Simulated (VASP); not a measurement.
# AgW: relaxation of cell and atoms with PBE

The system is AgW.

```
CELL_PARAMETERS angstrom
0.00000 3.23063 3.23063
3.23063 0.00000 3.23063
3.23063 3.23063 0.00000
ATOMIC_POSITIONS crystal
Ag 0.50000 0.50000 0.50000
Ag 0.75000 0.75000 0.75000
W 0.00000 0.00000 0.00000
W 0.25000 0.25000 0.25000
```

```
Program                : VASP 6.6.1
Task                   : relaxation of cell and atoms
Functional             : PBE
Potentials or basis    : VASP PAW PBE potentials, release 64 (Ag, W_sv)
Cutoff                 : 600 eV
k mesh                 : 12 × 12 × 12
Occupations            : gaussian, width 0.1 eV
Spin                   : no spin polarisation
Dipole correction      : no
Further INCAR settings : ALGO = Fast; EDIFF = 1e-07; IBRION = 2; EDIFFG = -0.01; NSW = 100; ISIF = 3
```

The relaxed volume is 16.87 Å³/atom, the relaxed cell is a = 4.570 Å, b = 4.570 Å, c = 4.570 Å, α = 60.00°, β = 60.00°, γ = 60.00° and the space group after relaxing (to 0.1 Å) is Fd-3m (No. 227). The energy gained by relaxing is 0.0 meV/atom and the ionic steps are 3. The pressure after relaxing is 0.0 GPa. The band gap on the k mesh is zero (bands 25 and 26 overlap by 1.40 eV).

Final structure:
```
Ag W
1.0
     0.00000    3.23130    3.23130
     3.23130    0.00000    3.23130
     3.23130    3.23130    0.00000
Ag W
2 2
Direct
  0.50000 0.50000 0.50000
  0.75000 0.75000 0.75000
  0.00000 0.00000 0.00000
  0.25000 0.25000 0.25000
```

Levels at points of the mesh, in eV from the Fermi level:
| k point | band 23 | band 24 | band 25 | band 26 | band 27 | band 28 |
| --- | --- | --- | --- | --- | --- | --- |
| (0.00, 0.00, 0.00) | -0.20 | -0.20 | 0.95 | 0.95 | 0.95 | 3.07 |
| (0.50, 0.00, 0.00) | -1.06 | -1.06 | -0.91 | 1.63 | 1.63 | 2.38 |
| (0.50, 0.50, 0.00) | -1.11 | -1.11 | 0.25 | 0.25 | 0.76 | 0.76 |

It took 4.8 min on 1 thread of Intel(R) Xeon(R) 6975P-C (Granite Rapids), on a shared host, peak memory 0.36 GiB.

Caveat: spin-orbit coupling is left out, which moves the levels of the heavy elements.
